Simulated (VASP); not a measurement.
A run of VASP 6.6.1 is set up as follows.

Contents of INCAR:

```
ALGO = Normal
EDIFF = 1E-8
ENCUT = 520
GGA = PE
ISIF = 2
ISMEAR = -1
LASPH = True
LCHARG = False
LEFG = True
LREAL = False
LWAVE = False
NBANDS = 7
NELM = 100
PREC = Accurate
SIGMA = 0.05
```

KPOINTS

```
k-points
0
Gamma
  16 16 16
```

Contents of POSCAR:

```
Mg
1.0
   -1.4959298597      1.4959298597      1.4959298597
    1.4959298597     -1.4959298597      1.4959298597
    1.4959298597      1.4959298597     -1.4959298597
Mg
1
Direct
    0.0000000000      0.0000000000      0.0000000000
```

Potentials or basis: VASP PAW PBE potentials, release 64 (Mg).

Run with:

```bash
$ cat potpaw_PBE.64/Mg/POTCAR > POTCAR
$ mpirun -np 1 vasp_std > vasp.out
```

Task: Predict the band gap on the k mesh.

Result: Zero (band 1 reaches 10.17 eV, above the bottom of band 2 at 5.33 eV).

Task: Predict the pressure.

Result: 54.7 GPa.

Caveat: without QUAD_EFG the Cq values of the log hold for a quadrupole moment of 1 mb, not for the nuclei.
